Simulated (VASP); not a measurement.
Wanted: the native input for a VASP 6.6.1 run.

* Task: single point
* Functional: PBE
* Potentials or basis: VASP PAW PBE potentials, release 64 (Zr_sv, Ta_pv, C)
* Cutoff: 520 eV
* k mesh: 12 × 12 × 6
* Occupations: gaussian, width 0.1 eV
* Spin: no spin polarisation
* Dipole correction: no
* Further INCAR settings: ALGO = Normal; EDIFF = 1e-07; NBANDS = 29

The structure of ZrTa2C2 lies in POSCAR:

```
ZrTa2C2
1.0
    3.2076393743      0.0000000000      0.0000000000
   -1.6038196872      2.7778971844      0.0000000000
    0.0000000000      0.0000000000      7.7004607709
Zr Ta C
1 2 2
Direct
    0.0000000000      0.0000000000      0.0000000000
    0.3333333333      0.6666666667      0.3334491846
    0.6666666667      0.3333333333      0.6665508154
    0.3333333333      0.6666666667      0.8111561241
    0.6666666667      0.3333333333      0.1888438759
```

The cell was built from a structure type or drawn by symmetry, and may not be a known phase.

One way to write it, as run:

INCAR

```
  ALGO = Normal
  EDIFF = 1E-7
  ENCUT = 520
  GGA = PE
  ISIF = 2
  ISMEAR = 0
  LASPH = T
  LCHARG = T
  LELF = T
  LREAL = F
  LVHAR = T
  LWAVE = F
  NBANDS = 29
  NELM = 100
  PREC = Accurate
  SIGMA = 0.1
```

KPOINTS

```
k-points
0
Gamma
  12 12 6
```

Potentials or basis: VASP PAW PBE potentials, release 64 (Zr_sv, Ta_pv, C).

Run with:

```bash
$ cat potpaw_PBE.64/Zr_sv/POTCAR potpaw_PBE.64/Ta_pv/POTCAR potpaw_PBE.64/C/POTCAR > POTCAR
$ mpirun -np 1 vasp_std > vasp.out
```

Results of the run:

```json
{"Pressure": "0.3 GPa", "Largest force": "0.029 eV/Å", "Band gap on the k mesh": "zero (bands 21 and 22 overlap by 0.64 eV)"}
```

Caveat: spin-orbit coupling is left out, which moves the levels of the heavy elements.

Run time: 4.9 min on 1 thread of Intel Xeon 8259CL, with other jobs on the host, peak memory 0.32 GiB.
